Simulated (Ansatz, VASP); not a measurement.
**Rh: VASP beside Ansatz**

```
Rh
1.0
     0.00000    1.94972    1.94972
     1.94972    0.00000    1.94972
     1.94972    1.94972    0.00000
Rh
1
Direct
  0.00000 0.00000 0.00000
```

Alike in both runs: task single point; functional BLYP; k mesh 23 × 23 × 23; occupations fermi-dirac, width 0.05 eV; collinear spin.

|  | VASP | Ansatz |
| --- | --- | --- |
| version | VASP 6.6.1 | Ansatz 0.2.0 |
| potentials or method | VASP PAW PBE potentials, release 64 (Rh_pv), cutoff 520 eV | plane waves (420 eV) with PAW, scalar-relativistic |
| valence electrons in the cell | 15 | 17 |

```tsv
	VASP	Ansatz	Ansatz less VASP
net moment per atom (μB)	0.00	0.00	0.000
```

VASP's potentials were made for PBE, not for BLYP. The functional is the same, so the differences come from potentials, cutoffs and numerics. VASP's potentials hold 15 valence electrons a cell and Ansatz's 17, so a difference there can come from the potentials and not from the codes. Ansatz's warnings: seeded moment not kept.
